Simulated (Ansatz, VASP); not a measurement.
## Two plane-wave programs on V

```xyz
1
Lattice="-1.4986 1.4986 1.4986 1.4986 -1.4986 1.4986 1.4986 1.4986 -1.4986" Properties=species:S:1:pos:R:3 pbc="T T T"
V     0.0000    0.0000    0.0000
```

Alike in both runs: functional PBE; k mesh 20 × 20 × 20; occupations gaussian, width 0.1 eV; no spin polarisation.

Ansatz relaxed the structure, and its values are those at the end. VASP's run is a single point on that final structure, the one shown.

|  | VASP | Ansatz |
| --- | --- | --- |
| version | VASP 6.6.1 | Ansatz 0.2.0 |
| potentials or method | VASP PAW PBE potentials, release 64 (V_sv), cutoff 520 eV | scalar-relativistic, plane waves, PAW |
| valence electrons in the cell | 13 | 13 |

Ansatz gave:

| Quantity | Value |
| --- | --- |
| gap on the k mesh at the Fermi level (eV) | none |
| pressure (GPa) | 0.0 |

**Question.** Estimate VASP's values.

**Answer.** gap on the k mesh at the Fermi level (eV): none; pressure (GPa): 0.3.

A gap of «none» marks a metal or a gap that the smearing closes.
